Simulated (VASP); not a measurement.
Crystal: MgSi3N2.

```
CELL_PARAMETERS angstrom
5.25755 0.00000 0.00000
-2.62878 4.55317 0.00000
0.00000 0.00000 4.88757
ATOMIC_POSITIONS crystal
Mg 0.66667 0.33333 0.00000
Si 0.66667 0.33333 0.50000
Si 0.00000 0.00000 0.00000
Si 0.00000 0.00000 0.50000
N 0.33333 0.66667 0.11434
N 0.33333 0.66667 0.88566
```

The cell was built from a structure type or drawn by symmetry, and may not be a known phase.

| Quantity | Value |
| --- | --- |
| Program | VASP 6.6.1 |
| Task | relaxation of cell and atoms |
| Functional | PBE |
| Potentials or basis | VASP PAW PBE potentials, release 64 (Mg, Si, N) |
| Cutoff | 600 eV |
| k mesh | 6 × 6 × 4 |
| Occupations | gaussian, width 0.1 eV |
| Spin | no spin polarisation |

At the start: pressure 2.2 GPa; volume 19.50 Å³/atom.

Question: Where does the relaxation end?

Answer: Over 14 steps the energy falls by 20.7 meV/atom and the volume is 18.99 Å³/atom (-2.6 %); space group P-6m2 (No. 187, to 0.1 Å) before and after.

The path:
| step | energy change (eV) | largest force (eV/Å) | pressure (GPa) | volume (Å³) |
| --- | --- | --- | --- | --- |
| 1 | 0.0000 | 1.5740 | 2.24 | 117.00 |
| 2 | 1.3465 | 10.2070 | -9.69 | 121.54 |
| 3 | -0.0186 | 1.9530 | -0.20 | 117.50 |
| 4 | -0.0219 | 1.3641 | 0.24 | 117.38 |
| 5 | -0.0222 | 1.1392 | 0.41 | 117.34 |
| 6 | -0.1056 | 0.2123 | -0.99 | 119.33 |
| 7 | -0.1056 | 0.2003 | -1.01 | 119.35 |
| 8 | -0.0893 | 2.5199 | 1.01 | 117.58 |
| 9 | -0.1074 | 0.4095 | -0.55 | 118.92 |
| 10 | -0.1120 | 0.3062 | -0.42 | 118.06 |
| 11 | -0.1197 | 0.0191 | -0.01 | 115.48 |
| 12 | -0.1203 | 0.0743 | 0.14 | 114.60 |
| 13 | -0.1218 | 0.0497 | 0.13 | 114.43 |
| 14 | -0.1239 | 0.0246 | 0.08 | 113.92 |

Final structure:
```
Mg Si N
1.0
     5.09259    0.00000    0.00000
    -2.54630    4.41032    0.00000
     0.00000    0.00000    5.07201
Mg Si N
1 3 2
Direct
  0.66667 0.33333 0.00000
  0.66667 0.33333 0.50000
  0.00000 0.00000 0.00000
  0.00000 0.00000 0.50000
  0.33333 0.66667 0.11187
  0.33333 0.66667 0.88813
```

Caveat: the standard files for N, O and F lose accuracy on very short bonds.
